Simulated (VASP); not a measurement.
Wanted: the native input for a VASP 6.6.1 run.

```
Task                   : single point
Functional             : PBE
Potentials or basis    : VASP PAW PBE potentials, release 64 (Ti_sv, Sn_d, Te)
Cutoff                 : 520 eV
k mesh                 : 4 × 4 × 2
Occupations            : gaussian, width 0.1 eV
Spin                   : no spin polarisation
Dipole correction      : no
Further INCAR settings : ALGO = Normal; EDIFF = 1e-07; NBANDS = 30
```

The structure of TiSnTe3 lies in POSCAR:

```
TiSnTe3
1.0
    4.1888859134      0.0000000000      0.0000000000
    0.0000000000      4.1888859134      0.0000000000
    0.0000000000      0.0000000000     11.5486586382
Ti Sn Te
1 1 3
Direct
    0.0000000000      0.0000000000      0.0000000000
    0.0000000000      0.0000000000      0.5000000000
    0.0000000000      0.0000000000      0.7816724390
    0.0000000000      0.0000000000      0.2183275610
    0.5000000000      0.5000000000      0.5000000000
```

The cell was built from a structure type or drawn by symmetry, and may not be a known phase.

One way to write it, as run:

INCAR

```
SYSTEM = TiSnTe3
ALGO = Normal
EDIFF = 1E-7
ENCUT = 520
GGA = PE
ISIF = 2
ISMEAR = 0
LASPH = .TRUE.
LCHARG = .FALSE.
LREAL = .FALSE.
LWAVE = .FALSE.
NBANDS = 30
NELM = 80
PREC = Accurate
SIGMA = 0.1
```

KPOINTS

```
k-points
0
G
  4 4 2
  0 0 0
```

Potentials or basis: VASP PAW PBE potentials, release 64 (Ti_sv, Sn_d, Te).

Launch:

```console
$ cat potpaw_PBE.64/Ti_sv/POTCAR potpaw_PBE.64/Sn_d/POTCAR potpaw_PBE.64/Te/POTCAR > POTCAR
$ mpirun -np 1 vasp_std > vasp.out
```

It gave:

- Pressure: 0.0 GPa
- Largest force: 0.008 eV/Å
- Band gap on the k mesh: zero (bands 22 and 23 overlap by 0.30 eV)

Caveat: the k points lie up to 0.37 Å⁻¹ apart; spin-orbit coupling is left out, which moves the levels of the heavy elements.

Wall time 2.1 min on 1 thread of Intel(R) Xeon(R) Platinum 8488C (Sapphire Rapids), on a shared host, peak memory 0.32 GiB.
